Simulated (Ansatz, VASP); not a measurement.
Two plane-wave programs on Fe

File INCAR:

```
ALGO = Normal ; EDIFF = 1E-6
ENCUT = 520 ; GGA = PE
ISIF = 2 ; ISMEAR = 0
ISPIN = 2 ; LASPH = T
LCHARG = F ; LMAXMIX = 4
LORBIT = 11 ; LREAL = F
LWAVE = F ; MAGMOM = 2.44
NBANDS = 14 ; NELM = 150
PREC = Accurate ; SIGMA = 0.15
```

KPOINTS

```
k-points
0
Gamma
  12 12 12
```

POSCAR

```
Fe
1.0
   -1.3685745718      1.3685745718      1.4747759585
    1.3685745718     -1.3685745718      1.4747759585
    1.3685745718      1.3685745718     -1.4747759585
Fe
1
Direct
    0.0000000000      0.0000000000      0.0000000000
```

Input for Ansatz:

```yaml
crystal:
  lattice:
    - [-1.3685745718, 1.3685745718, 1.4747759585]
    - [1.3685745718, -1.3685745718, 1.4747759585]
    - [1.3685745718, 1.3685745718, -1.4747759585]
  atoms:
    - { symbol: Fe, position: [0.0, 0.0, 0.0], spin: 2.44 }
basis:
  ecutwfc: 520.0
kpoints:
  mp_grid: { grid: [12, 12, 12] }
hamiltonian:
  xc: pbe
scf:
  occupations: { method: gaussian, width: 0.15 }
output:
  forces: true
  stress: true
  eigenvalues: true
  populations: true
magnetization:
  spin_polarized: true
```

Alike in both runs: task single point; functional PBE; k mesh 12 × 12 × 12; occupations gaussian, width 0.15 eV; collinear spin.

|  | VASP | Ansatz |
| --- | --- | --- |
| version | VASP 6.6.1 | Ansatz 0.2.0 |
| potentials or method | VASP PAW PBE potentials, release 64 (Fe), cutoff 520 eV | scalar-relativistic, plane waves, PAW |
| valence electrons in the cell | 8 | 16 |

```csv
,VASP,Ansatz,Ansatz less VASP
gap on the k mesh at the Fermi level (eV),none,none,-
pressure (GPa),6.2,6.3,+0.03
"traceless stress, the component that is largest in VASP (GPa)",-5.64,-5.73,-0.097
net moment per atom (μB),2.16,2.14,-0.022
size of the moment on the site where the two differ most (μB),2.15,2.18,+0.025
```

Site moments also hang on the region over which each program counts them. A gap of «none» marks a metal or a gap that the smearing closes. The functional is the same, so the differences come from potentials, cutoffs and numerics. VASP's potentials hold 8 valence electrons a cell and Ansatz's 16, so a difference there can come from the potentials and not from the codes.
